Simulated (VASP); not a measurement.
Ti5Si, 6 atoms in the cell. The structure is tetragonal, space group I4/mmm (No. 139). The conventional cell has a = 4.867 Å, b = 4.867 Å, c = 9.873 Å, α = 90.00°, β = 90.00°, γ = 90.00°. Ti (site symmetry 4/mmm) has 6 Ti at 2.43 to 2.54 Å within 3.2 Å. Within 3.2 Å of Ti (site symmetry mmm) lie 2 Ti at 2.43 Å and 2 Si at 2.43 Å. Within 3.2 Å of Ti (site symmetry 4mm) lie 1 Si at 2.40 Å and 1 Ti at 2.54 Å. Within 3.2 Å of Si (site symmetry 4/mmm) lie 6 Ti at 2.40 to 2.43 Å. The cell was built from a structure type or drawn by symmetry, and may not be a known phase.

| Quantity | Value |
| --- | --- |
| Program | VASP 6.6.1 |
| Task | single point |
| Functional | PBE |
| Potentials or basis | VASP PAW PBE potentials, release 64 (Ti_sv, Si) |
| Cutoff | 520 eV |
| k mesh | 12 × 12 × 12 |
| Occupations | gaussian, width 0.1 eV |
| Spin | no spin polarisation |
| Dipole correction | no |
| Further INCAR settings | ALGO = Fast; EDIFF = 1e-06; NBANDS = 41 |

Potentials or basis: VASP PAW PBE potentials, release 64 (Ti_sv, Si).

Command:

```bash
$ cat potpaw_PBE.64/Ti_sv/POTCAR potpaw_PBE.64/Si/POTCAR > POTCAR
$ mpirun -np 1 vasp_std > vasp.out
```

Hardware: 1 thread of Intel(R) Xeon(R) 6975P-C (Granite Rapids), with other jobs on the host.

Question: Estimate the wall time of this run.

Answer: It took 47 min on 1 thread of Intel(R) Xeon(R) 6975P-C (Granite Rapids) (shared host), peak memory 0.75 GiB. Counts: scf iterations 62, k points 163.
